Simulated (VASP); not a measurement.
# Al10ZnCu4 in VASP: single point with PBE+D3(BJ)

Aim: the single point of Al10ZnCu4 with PBE+D3(BJ).

Everything below comes from runs of VASP 6.6.1. Logs are shortened: lines on timing, memory, paths and dates and some standing lists are left out, and cuts for length are marked.

## 1. The cell of the first run

The cell holds a slab with vacuum, 15 atoms: a = 4.810 Å, b = 4.855 Å, c = 27.435 Å, α = 90.00°, β = 90.00°, γ = 119.70°.

## 2. Single point, PBE+D3(BJ)

Contents of INCAR:

```
ALGO = Normal ; DIPOL = 0.5 0.5 0.476
EDIFF = 1E-6 ; ENCUT = 520
GGA = PE ; IDIPOL = 3
ISIF = 2 ; ISMEAR = 0
IVDW = 12 ; LASPH = True
LCHARG = True ; LDIPOL = True
LELF = True ; LREAL = Auto
LVACPOTAV = True ; LVHAR = True
LWAVE = False ; NBANDS = 56
NELM = 60 ; PREC = Accurate
SIGMA = 0.1
```

Contents of KPOINTS:

```
k-points
0
Gamma
  7 7 1
```

Contents of POSCAR:

```
Al10ZnCu4
1.0
    4.8103827297      0.0000000000      0.0000000000
   -2.4051913649      4.2174816824      0.0000000000
    0.0000000000      0.0000000000     27.4349633647
Al Cu Zn
10 4 1
Direct
    0.4082048450      0.8164096901      0.3098236322
    0.0917951550      0.1835903099      0.3098236322
    0.7500000000      0.5000000000      0.3584641955
    0.2500000000      0.5000000000      0.4149095976
    0.9094991939      0.8189983878      0.4638321676
    0.5899777689      0.1799555379      0.4637004283
    0.2484309860      0.4968619720      0.5112932173
    0.7450068440      0.4900136879      0.5587070841
    0.4783688726      0.9567377453      0.6269501406
    0.1472531553      0.2945063106      0.6178814451
    0.7500000000      0.0000000000      0.3866868966
    0.2500000000      0.0000000000      0.3866868966
    0.2467796653     -0.0050973153      0.5419915144
    0.7481230194     -0.0050973153      0.5419915144
    0.8457736576      0.6915473152      0.6465388340
```

Potentials or basis: VASP PAW PBE potentials, release 64 (Al, Cu, Zn).

The run is started by

```sh
$ cat potpaw_PBE.64/Al/POTCAR potpaw_PBE.64/Cu/POTCAR potpaw_PBE.64/Zn/POTCAR > POTCAR
$ mpirun -np 1 vasp_std > vasp.out
```

OUTCAR:

```text
EDIFF = 1E-6
   ENCUT = 520
   GGA = PE
   ISIF = 2
   ISMEAR = 0
   IVDW = 12
   LASPH = True
   LREAL = Auto
   NELM = 60
   PREC = Accurate
 IVDW          = 12

 ion  position               nearest neighbor table
   1  0.408  0.816  0.310-  12 2.55  11 2.55   2 2.67   2 2.86   2 2.86   3 3.06   3 3.06   3 3.18
                             4 3.18
   2  0.092  0.184  0.310-  12 2.55  11 2.55   1 2.67   1 2.86   1 2.86   3 3.06   3 3.06   3 3.18
                             4 3.18
   3  0.750  0.500  0.358-  12 2.55  12 2.55  11 2.55  11 2.55   4 2.86   4 2.86   1 3.06   2 3.06
                             2 3.06   1 3.06   2 3.18   1 3.18   6 3.19   5 3.19
   4  0.250  0.500  0.415-  11 2.55  11 2.55  12 2.55  12 2.55   7 2.64   3 2.86   3 2.86   5 3.07
                             5 3.07   6 3.07   6 3.07   6 3.16   5 3.17   2 3.18   1 3.18
   5  0.909  0.819  0.464-  12 2.55  11 2.55  13 2.57  14 2.57   6 2.70   6 2.85   6 2.85   8 2.95
                             7 3.05   7 3.05   4 3.07   4 3.07   7 3.14   4 3.17   3 3.19
   6  0.590  0.180  0.464-  12 2.55  11 2.55  13 2.58  14 2.58   5 2.70   5 2.85   5 2.85   8 2.92
                             7 3.05   7 3.05   4 3.07   4 3.07   7 3.16   4 3.16   3 3.19
   7  0.248  0.497  0.511-  14 2.56  13 2.56  14 2.57  13 2.57   4 2.64   8 2.73   8 2.73   6 3.05
                             6 3.05  10 3.05   5 3.05   5 3.05   5 3.14   6 3.16
   8  0.745  0.490  0.559-  14 2.45  13 2.45  13 2.49  14 2.49  15 2.56   7 2.73   7 2.73   6 2.92
                             9 2.93   5 2.95  10 3.02  10 3.02
   9  0.478  0.957  0.627-  13 2.63  14 2.63  15 2.71  15 2.71  10 2.80  10 2.81  10 2.81   8 2.93
                            15 3.15
  10  0.147  0.295  0.618-  15 2.66  14 2.71  13 2.71   9 2.80   9 2.81   9 2.81   8 3.02   8 3.02
                            15 3.03  15 3.03   7 3.05
  11  0.750  0.000  0.387-  12 2.41  12 2.41   6 2.55   4 2.55   4 2.55   3 2.55   3 2.55   2 2.55
                             1 2.55   5 2.55
  12  0.250  0.000  0.387-  11 2.41  11 2.41   6 2.55   4 2.55   4 2.55   3 2.55   3 2.55   2 2.55
                             1 2.55   5 2.55
  13  0.247  0.995  0.542-  14 2.40  14 2.41   8 2.45   8 2.49   7 2.56   5 2.57   7 2.57   6 2.58
                             9 2.63  10 2.71
  14  0.748  0.995  0.542-  13 2.40  13 2.41   8 2.45   8 2.49   7 2.56   5 2.57   7 2.57   6 2.58
                             9 2.63  10 2.71
  15  0.846  0.692  0.647-   8 2.56  10 2.66   9 2.71   9 2.71  10 3.03  10 3.03   9 3.15

  LATTYP: Found a base centered orthorhombic cell.
 ALAT       =     4.8103827297
 B/A-ratio  =     1.7534911126
 C/A-ratio  =     5.7032807796

  Lattice vectors:

 A1 = (   2.4051913649,  -4.2174816824,   0.0000000000)
 A2 = (   2.4051913648,   4.2174816824,   0.0000000000)
 A3 = (   0.0000000000,   0.0000000000,  27.4349633647)

Analysis of symmetry for initial positions (statically):
=====================================================================
[... 170 lines left out ...]
   LEPSILON=     F    determine dielectric tensor
   LRPA    =     F    only Hartree local field effects (RPA)
 non-spin polarized calculation
 Gauss-broadening in eV      SIGMA  =   0.10
  energy-cutoff  :      520.00
  volume of cell :      556.59
 maximum number of plane-waves:     15055
   NGX = 17   NGY = 19   NGZ =103

 dipolmoment           0.000000      0.000000      0.148963 electrons x Angstroem

 number of electron      86.0000046 magnetization

 dipolmoment           0.000000      0.000000     -0.041477 electrons x Angstroem

 Free energy of the ion-electron system (eV)
  ---------------------------------------------------
  ext. energy  EPLUGINS =         0.00000000
  ---------------------------------------------------
  free energy    TOTEN  =       -52.55811120 eV

  energy without entropy =      -52.51772104  energy(sigma->0) =      -52.53791612

 E-fermi :   0.7138     XC(G=0):  -5.0123

 val. band max:        0.7007414146   @ k =  -0.2857   0.1429   0.0000
 cond. band min:       0.7260617102   @ k =   0.1429   0.2857   0.0000
 fundamental gap:      0.0253202955
 Fermi energy:         0.7137794571

 k-point     1 :       0.0000    0.0000    0.0000
  band No.  band energies     occupation
      1     -10.2117      2.00000
      2      -9.3102      2.00000
      3      -7.9064      2.00000
      4      -6.8084      2.00000
      5      -6.6246      2.00000
      6      -6.6086      2.00000
[... 917 lines left out ...]
     54       4.5800      0.00000
     55       4.7760      0.00000
 [bands above 55 left out]

------------------------ aborting loop because EDIFF is reached ----------------------------------------

 Edisp (eV)   -4.89613

 E8    (eV) :    -2.2243

  FORCE on cell =-STRESS in cart. coord.  units (eV):
  Direction    XX          YY          ZZ          XY          YZ          ZX
  --------------------------------------------------------------------------------------
  -------------------------------------------------------------------------------------
  Total      -3.42600    -1.50233     0.65734     0.00000    -0.04161     0.00000
  in kB      -9.86191    -4.32452     1.89219     0.00000    -0.11977     0.00000
  external pressure =       -4.10 kB  Pullay stress =        0.00 kB

 VOLUME and BASIS-vectors are now :
 -----------------------------------------------------------------------------
  energy-cutoff  :      520.00
  volume of cell :      556.59
      direct lattice vectors                 reciprocal lattice vectors
     4.810382730  0.000000000  0.000000000     0.207883667  0.118554160  0.000000000
    -2.405191365  4.217481682  0.000000000     0.000000000  0.237108321  0.000000000
     0.000000000  0.000000000 27.434963365     0.000000000  0.000000000  0.036449839

 POSITION                                       TOTAL-FORCE (eV/Angst)
 -----------------------------------------------------------------------------------
     -0.00000      3.44319      8.50000        -0.000000      0.152516     -0.121917
      0.00000      0.77429      8.50000         0.000000     -0.094337     -0.138522
      2.40519      2.10874      9.83445         0.000000     -0.026659     -0.163355
     -0.00000      2.10874     11.38303         0.000000     -0.024105     -0.108254
      2.40519      3.45411     12.72522        -0.000000      0.003212      0.001882
      2.40519      0.75896     12.72160         0.000000     -0.002253      0.002291
     -0.00000      2.09551     14.02731         0.000000     -0.000370      0.007279
      2.40519      2.06662     15.32811         0.000000     -0.005744     -0.009227
     -0.00000      4.03502     17.20035         0.000000     -0.002167      0.017535
     -0.00000      1.24207     16.95155        -0.000000      0.027384      0.002173
      3.60779      0.00000     10.60874         0.019336     -0.010174      0.253723
      1.20260      0.00000     10.60874        -0.019336     -0.010174      0.253723
     -1.20583      4.19598     14.86952        -0.001909     -0.003159     -0.003318
      1.20583      4.19598     14.86952         0.001909     -0.003159     -0.003318
      2.40519      2.91659     17.73777         0.000000     -0.000811      0.009305
 -----------------------------------------------------------------------------------
    total drift:                               -0.000006      0.003746     -0.009580

  FREE ENERGIE OF THE ION-ELECTRON SYSTEM (eV)
  ---------------------------------------------------
  free  energy   TOTEN  =       -57.4542458925 eV

  energy  without entropy=      -57.4138557261  energy(sigma->0) =      -57.43405081

 vacuum level on the upper side and lower side of the slab         4.677         5.047
```

OSZICAR:

```text
N       E                     dE             d eps       ncg     rms          rms(c)
DAV:   1     0.598799439198E+03    0.59880E+03   -0.31737E+04  1792   0.135E+03
DAV:   2    -0.567454685971E+01   -0.60447E+03   -0.57969E+03  1912   0.322E+02
DAV:   3    -0.598922453638E+02   -0.54218E+02   -0.52001E+02  2176   0.136E+02
[... 21 lines left out ...]
DAV:  25    -0.525580990938E+02   -0.91411E-05   -0.48781E-07  1312   0.103E-02    0.761E-04
DAV:  26    -0.525581050007E+02   -0.59069E-05   -0.26216E-07  1352   0.492E-03    0.301E-04
DAV:  27    -0.525581087472E+02   -0.37465E-05   -0.17790E-07  1384   0.211E-03    0.269E-04
DAV:  28    -0.525581105254E+02   -0.17782E-05   -0.75779E-08  1360   0.260E-03    0.251E-04
DAV:  29    -0.525581112042E+02   -0.67887E-06   -0.41486E-08  1336   0.194E-03
   1 F= -.57454246E+02 E0= -.57434051E+02  d E =-.403902E-01
```

Wall time 11 min (1 thread of Intel Xeon 6975P-C (Granite Rapids), shared host); peak memory 0.75 GiB.

What came out:

```yaml
Free_energy: -57.4542 eV
Largest_force: 0.255 eV/Å
Band_gap_on_the_k_mesh: zero (bands 43 and 44 overlap by 0.74 eV)
Dispersion_energy_per_atom: -0.326 eV
```

Forces in eV/Å, atoms in the order of the input:
```
Al   0.000  0.153 -0.122
Al   0.000 -0.094 -0.139
Al   0.000 -0.027 -0.163
Al   0.000 -0.024 -0.108
Al   0.000  0.003  0.002
Al   0.000 -0.002  0.002
Al   0.000  0.000  0.007
Al   0.000 -0.006 -0.009
Al   0.000 -0.002  0.018
Al   0.000  0.027  0.002
Cu   0.019 -0.010  0.254
Cu  -0.019 -0.010  0.254
Cu  -0.002 -0.003 -0.003
Cu   0.002 -0.003 -0.003
Zn   0.000 -0.001  0.009
```

The gap in the log of VASP goes by the Fermi energy; the results here count the filled bands.